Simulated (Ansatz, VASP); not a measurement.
Ag in VASP and in Ansatz

```
CELL_PARAMETERS angstrom
3.15624 0.00000 0.00000
-1.57812 2.73339 0.00000
0.00000 0.00000 4.12790
ATOMIC_POSITIONS crystal
Ag 0.33333 0.66667 0.25000
Ag 0.66667 0.33333 0.75000
```

Alike in both runs: task single point; functional PBE; k mesh 24 × 24 × 12; occupations gaussian, width 0.15 eV; no spin polarisation.

|  | VASP | Ansatz |
| --- | --- | --- |
| version | VASP 6.6.1 | Ansatz 0.2.0 |
| potentials or method | VASP PAW PBE potentials, release 64 (Ag), cutoff 520 eV | scalar-relativistic, plane waves, PAW |
| valence electrons in the cell | 22 | 38 |

|  | VASP | Ansatz | Ansatz less VASP |
| --- | --- | --- | --- |
| gap on the k mesh at the Fermi level (eV) | none | none | - |
| pressure (GPa) | 5.1 | 5.2 | +0.07 |
| traceless stress, the component that is largest in VASP (GPa) | 9.46 | 9.54 | +0.077 |

A gap of «none» marks a metal or a gap that the smearing closes. The functional is the same, so the differences come from potentials, cutoffs and numerics. VASP's potentials hold 22 valence electrons a cell and Ansatz's 38, so a difference there can come from the potentials and not from the codes.
